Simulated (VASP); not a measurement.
# Tc (I4/mmm) in VASP: electric field gradients with PBE

Aim: the electric field gradients of Tc with PBE.

All numbers are computed with VASP 6.6.1; they aren't measurements. Logs are shortened: lines on timing, memory, paths and dates and some standing lists are left out, and cuts for length are marked.

## Step 1: The cell of the first run

The structure is tetragonal, space group I4/mmm (No. 139). Conventional cell: a = 2.815 Å, b = 2.815 Å, c = 3.744 Å, α = 90.00°, β = 90.00°, γ = 90.00°. Tc (site symmetry 4/mmm) has 12 Tc at 2.73 to 2.81 Å within 3.6 Å.

## Step 2: Electric field gradients, PBE (z stretched by -4 % at fixed volume)

INCAR

```
PREC     = Accurate       # precision mode
ENCUT    = 520            # plane-wave cutoff, eV
EDIFF    = 1E-8           # SCF threshold, eV
ISMEAR   = -1             # smearing method
SIGMA    = 0.03           # smearing width, eV
LREAL    = F              # projectors in reciprocal space
LASPH    = T              # aspherical terms in the spheres
NELM     = 100            # most SCF steps
ALGO     = Normal         # electronic algorithm
ISIF     = 2              # what is computed and relaxed
LWAVE    = F              # write WAVECAR
LCHARG   = F              # write CHGCAR
GGA      = PE             # functional
LEFG     = T            
NBANDS   = 12             # bands
```

KPOINTS

```
regular mesh
0
Gamma
  18 18 18
```

POSCAR

```
Tc
1.0
    0.0000000000      1.9902104161      1.8720000000
    1.9902104161      0.0000000000      1.8720000000
    1.9902104161      1.9902104161      0.0000000000
Tc
1
Direct
    0.0000000000      0.0000000000      0.0000000000
```

Potentials or basis: VASP PAW PBE potentials, release 64 (Tc_pv).

Run with:

```bash
$ cat potpaw_PBE.64/Tc_pv/POTCAR > POTCAR
$ mpirun -np 1 vasp_std > vasp.out
```

OUTCAR:

```text
PREC = Accurate
   ENCUT = 520
   EDIFF = 1E-8
   ISMEAR = -1
   LREAL = F
   LASPH = T
   NELM = 100
   ISIF = 2
   GGA = PE

 ion  position               nearest neighbor table
   1  0.000  0.000  0.000-

  LATTYP: Found a body centered tetragonal cell.
 ALAT       =     2.8145825624
 C/A-ratio  =     1.3302150202

  Lattice vectors:

 A1 = (   0.0000000000,  -1.9902104161,  -1.8720000000)
 A2 = (   0.0000000000,   1.9902104161,  -1.8720000000)
 A3 = (   1.9902104161,   0.0000000000,   1.8720000000)

Analysis of symmetry for initial positions (statically):
=====================================================================
 Subroutine PRICEL returns:
 Original cell was already a primitive cell.

 Routine SETGRP: Setting up the symmetry group for a
 body centered tetragonal supercell.

 Subroutine GETGRP returns: Found 16 space group operations
 (whereof 16 operations were pure point group operations)
 out of a pool of 16 trial point group operations.

The static configuration has the point symmetry D_4h.

Analysis of symmetry for dynamics (positions and initial velocities):
=====================================================================
 Subroutine PRICEL returns:
 Original cell was already a primitive cell.

 Routine SETGRP: Setting up the symmetry group for a
 body centered tetragonal supercell.

 Subroutine GETGRP returns: Found 16 space group operations
 (whereof 16 operations were pure point group operations)
 out of a pool of 16 trial point group operations.

The dynamic configuration has the point symmetry D_4h.

 Subroutine INISYM returns: Found 16 space group operations
 (whereof 16 operations are pure point group operations),
 and found     1 'primitive' translations

----------------------------------------------------------------------------------------

                                     Primitive cell

  volume of cell :      14.8298

  direct lattice vectors                    reciprocal lattice vectors
     0.000000000  1.990210416  1.872000000    -0.251229717  0.251229717  0.267094017
     1.990210416  0.000000000  1.872000000     0.251229717 -0.251229717  0.267094017
     1.990210416  1.990210416  0.000000000     0.251229717  0.251229717 -0.267094017

  length of vectors
[... 116 lines left out ...]

 number of electron      13.0000002 magnetization

 Free energy of the ion-electron system (eV)
  ---------------------------------------------------
  ext. energy  EPLUGINS =         0.00000000
  ---------------------------------------------------
  free energy    TOTEN  =       -10.25412859 eV

  energy without entropy =      -10.25076961  energy(sigma->0) =      -10.25244910

 E-fermi :  12.2399     XC(G=0): -13.5912

 val. band max:       12.2386477356   @ k =  -0.1111   0.0556   0.0000
 cond. band min:      12.2411315798   @ k =   0.3333   0.1111   0.2222
 fundamental gap:      0.0024838442
 Fermi energy:        12.2399145834

 k-point     1 :       0.0000    0.0000    0.0000
  band No.  band energies     occupation
      1     -26.1706      2.00000
      2     -26.1706      2.00000
      3     -26.1574      2.00000
      4       4.8846      2.00000
      5      10.3039      2.00000
      6      10.3039      2.00000
      7      11.0185      2.00000
      8      12.5423      0.00008
      9      13.4237      0.00000
     10      26.3276      0.00000
     11      31.0208      0.00000
     12      31.0208      0.00000
[... 331 lines left out ...]
 k-point    24 :      -0.2222    0.0556    0.0000
  band No.  band energies     occupation
      1     -26.7045      2.00000
      2     -26.2539      2.00000
      3     -26.2532      2.00000
      4       6.7536      2.00000
      5       9.9294      2.00000
      6      10.6860      2.00000
      7      11.2346      2.00000
      8      12.5598      0.00005
      9      13.6567      0.00000
     10      27.0969      0.00000
     11      29.0768      0.00000
     12      34.9456      0.00000

 [... further k-points ...]
[... 5 lines left out ...]
  --------------------------------------------------------------------------------------
  -------------------------------------------------------------------------------------
  Total       -0.9328664     -0.9328664      0.0479874      0.0000000      0.0000000      0.0000000
  in kB     -100.7850705   -100.7850705      5.1844684      0.0000000      0.0000000      0.0000000
  external PRESSURE =     -65.4618909 kB  Pullay stress =       0.0000000 kB

 VOLUME and BASIS-vectors are now :
 -----------------------------------------------------------------------------
  energy-cutoff  :      520.00
  volume of cell :       14.83
      direct lattice vectors                 reciprocal lattice vectors
     0.000000000  1.990210416  1.872000000    -0.251229717  0.251229717  0.267094017
     1.990210416  0.000000000  1.872000000     0.251229717 -0.251229717  0.267094017
     1.990210416  1.990210416  0.000000000     0.251229717  0.251229717 -0.267094017

 POSITION                                       TOTAL-FORCE (eV/Angst)
 -----------------------------------------------------------------------------------
      0.00000      0.00000      0.00000         0.000000      0.000000      0.000000
 -----------------------------------------------------------------------------------
    total drift:                                0.000000      0.000000      0.000000

  FREE ENERGIE OF THE ION-ELECTRON SYSTEM (eV)
  ---------------------------------------------------
  free  energy   TOTEN  =       -10.2541285879 eV

  energy  without entropy=      -10.2507696069  energy(sigma->0) =      -10.25244910

 Electric field gradients (V/A^2)
---------------------------------------------------------------------
 ion       V_xx      V_yy      V_zz      V_xy      V_xz      V_yz
---------------------------------------------------------------------
   1      -4.738    -4.738     9.477     0.001    -0.001    -0.001
---------------------------------------------------------------------

 Electric field gradients after diagonalization (V/A^2)
 (convention: |V_zz| > |V_xx| > |V_yy|)
----------------------------------------------------------------------
 ion       V_xx      V_yy      V_zz     asymmetry (V_yy - V_xx)/ V_zz
----------------------------------------------------------------------
   1      -4.740    -4.737     9.477       0.000
----------------------------------------------------------------------

           NMR quadrupolar parameters

 Cq : quadrupolar parameter    Cq=e*Q*V_zz/h
 eta: asymmetry parameters     (V_yy - V_xx)/ V_zz
 Q  : nuclear electric quadrupole moment in mb (millibarn)
----------------------------------------------------------------------
 ion       Cq(MHz)       eta       Q (mb)
----------------------------------------------------------------------
   1       0.023       0.000       1.000
----------------------------------------------------------------------
```

stdout:

```text
POSCAR found type information on POSCAR Tc
 POSCAR found :  1 types and       1 ions
 scaLAPACK will be used
 LDA part: xc-table for (Slater+PW92), standard interpolation
 POSCAR, INCAR and KPOINTS ok, starting setup
 FFT: planning ... GRIDC
 FFT: planning ... GRID_SOFT
 FFT: planning ... GRID
 WAVECAR not read
 entering main loop
ion   1
```

It took 29 s on 1 thread of Intel Xeon 6975P-C (Granite Rapids), shared host; peak memory 0.2 GiB.

Results:

```yaml
Free_energy: -10.2541 eV
Pressure: -6.5 GPa
```

Electric field gradients, principal values (V/Å²):
```tsv
atom	least	middle	greatest (by size)
1 Tc	-4.737	-4.740	9.477
```

Caveat: without QUAD_EFG the Cq values of the log hold for a quadrupole moment of 1 mb, not for the nuclei.
